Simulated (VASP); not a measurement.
In2GaP3, 6 atoms in the cell. It takes space group I4/mmm (No. 139, tetragonal). The conventional cell has a = 3.939 Å, b = 3.939 Å, c = 16.712 Å, α = 90.00°, β = 90.00°, γ = 90.00°. Within 3.7 Å of In (site symmetry 4mm) lie 6 P at 2.79 Å. Within 3.7 Å of Ga (site symmetry 4/mmm) lie 6 P at 2.79 Å. P (site symmetry 4/mmm) has 4 Ga at 2.79 Å and 2 In at 2.79 Å within 3.7 Å. P (site symmetry 4mm) has 5 In at 2.79 Å and 1 Ga at 2.79 Å within 3.7 Å. 

* Program: VASP 6.6.1
* Task: single point
* Functional: PBE
* Potentials or basis: VASP PAW PBE potentials, release 64 (In_d, Ga_d, P)
* Cutoff: 520 eV
* k mesh: 6 × 6 × 6
* Occupations: gaussian, width 0.1 eV
* Spin: no spin polarisation
* Dipole correction: no
* Further INCAR settings: ALGO = Normal; EDIFF = 1e-07; NBANDS = 36

Potentials or basis: VASP PAW PBE potentials, release 64 (In_d, Ga_d, P).

The run is started by

```sh
$ cat potpaw_PBE.64/In_d/POTCAR potpaw_PBE.64/Ga_d/POTCAR potpaw_PBE.64/P/POTCAR > POTCAR
$ mpirun -np 1 vasp_std > vasp.out
```

Hardware: 1 thread of AMD EPYC 9R45 96-Core Processor (Zen 5), with other jobs on the host.

How long does it take, and how much memory?

Wall time 8.2 min on 1 thread of AMD EPYC 9R45 96-Core Processor (Zen 5) (shared host), peak memory 0.71 GiB. Counts: scf iterations 21, k points 30.
